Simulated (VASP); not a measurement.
Input of a VASP 6.6.1 run:

Contents of INCAR:

```
SYSTEM = AlNi
ALGO     = Fast           ! electronic algorithm
EDIFF    = 1E-7           ! SCF threshold, eV
ENCUT    = 520            ! plane-wave cutoff, eV
GGA      = PS             ! functional
ISIF     = 2              ! what is computed and relaxed
ISMEAR   = 0              ! smearing method
LASPH    = .TRUE.         ! aspherical terms in the spheres
LCHARG   = .FALSE.        ! write CHGCAR
LREAL    = .FALSE.        ! projectors in reciprocal space
LWAVE    = .FALSE.        ! write WAVECAR
NBANDS   = 14             ! bands
NELM     = 80             ! most SCF steps
PREC     = Accurate       ! precision mode
SIGMA    = 0.1            ! smearing width, eV
```

Contents of KPOINTS:

```
k-points
0
G
  14 14 14
  0 0 0
```

File POSCAR:

```
AlNi
1.0
    2.7735875622      0.0000000000      0.0000000000
    0.0000000000      2.7735875622      0.0000000000
    0.0000000000      0.0000000000      2.7735875622
Al Ni
1 1
Direct
    0.0000000000      0.0000000000      0.0000000000
    0.5000000000      0.5000000000      0.5000000000
```

Potentials or basis: VASP PAW PBE potentials, release 64 (Al, Ni).

The run is started by

```bash
$ cat potpaw_PBE.64/Al/POTCAR potpaw_PBE.64/Ni/POTCAR > POTCAR
$ mpirun -np 1 vasp_std > vasp.out
```

Question: What does it give for the pressure?

Answer: 20.2 GPa.

Caveat: the PAW data sets were made with another functional, which shifts forces and pressure a little. Spin polarisation is off, so any magnetic state and its effect on volume and gap are missing.
